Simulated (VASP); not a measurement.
Write the native input for VASP 6.6.1 that does the following.

```yaml
Task: single point
Functional: HSE06
Potentials_or_basis: VASP PAW PBE potentials, release 64 (Ca_sv, F)
Cutoff: 520 eV
k_mesh: 6 × 6 × 6
Occupations: gaussian, width 0.01 eV
Spin: no spin polarisation
Dipole_correction: no
Grid_for_exact_exchange_PRECFOCK: Normal
Further_INCAR_settings: ALGO = Normal; EDIFF = 1e-06; NBANDS = 19
Share_of_exact_exchange: 0.25
Screening_parameter: 0.2079 1/Å
```

The system is CaF2.

```xyz
3
Lattice="0.0000 2.8325 2.8325 2.8325 0.0000 2.8325 2.8325 2.8325 0.0000" Properties=species:S:1:pos:R:3 pbc="T T T"
Ca    0.0000    0.0000    0.0000
F     1.4162    1.4162    1.4162
F     4.2487    4.2487    4.2487
```

This cell differs from its parent crystal: strain +4.2%.

The input as run:

POSCAR

```
CaF2
1.0
    0.0000000000      2.8324559908      2.8324559908
    2.8324559908      0.0000000000      2.8324559908
    2.8324559908      2.8324559908      0.0000000000
Ca F
1 2
Direct
    0.0000000000      0.0000000000      0.0000000000
    0.2500000000      0.2500000000      0.2500000000
    0.7500000000      0.7500000000      0.7500000000
```

INCAR.step1

```
PREC = Accurate
ENCUT = 520
EDIFF = 1E-5
ISMEAR = 0
SIGMA = 0.01
LREAL = F
LASPH = T
NELM = 120
ALGO = Normal
ISIF = 2
LWAVE = T
GGA = PE
NBANDS = 19
GGA_COMPAT = F
```

INCAR.step2

```
PREC = Accurate
ENCUT = 520
EDIFF = 1E-6
ISMEAR = 0
SIGMA = 0.01
LREAL = F
LASPH = T
NELM = 120
ALGO = Normal
ISIF = 2
LWAVE = F
LCHARG = T
GGA = PE
LHFCALC = T
HFSCREEN = 0.2079
PRECFOCK = Normal
LELF = T
LVHAR = T
ISTART = 1
NBANDS = 19
GGA_COMPAT = F
```

KPOINTS

```
regular mesh
0
Gamma
  6 6 6
```

Potentials or basis: VASP PAW PBE potentials, release 64 (Ca_sv, F).

Command:

```sh
$ cat potpaw_PBE.64/Ca_sv/POTCAR potpaw_PBE.64/F/POTCAR > POTCAR
$ cp INCAR.step1 INCAR
$ mpirun -np 1 vasp_std > vasp.out
$ cp INCAR.step2 INCAR
$ mpirun -np 1 vasp_std > vasp.out
```

Results of the run:

```
Pressure               : -6.8 GPa
Band gap on the k mesh : 8.68 eV (least direct gap 8.92 eV)
```

Caveat: the cell differs from its parent crystal (strain +4.2%); the cell stands under tension; the PAW data sets were made with another functional, which shifts forces and pressure a little.

It took 46 min on 1 thread of Intel(R) Xeon(R) Platinum 8488C (Sapphire Rapids) (shared host), peak memory 0.29 GiB.
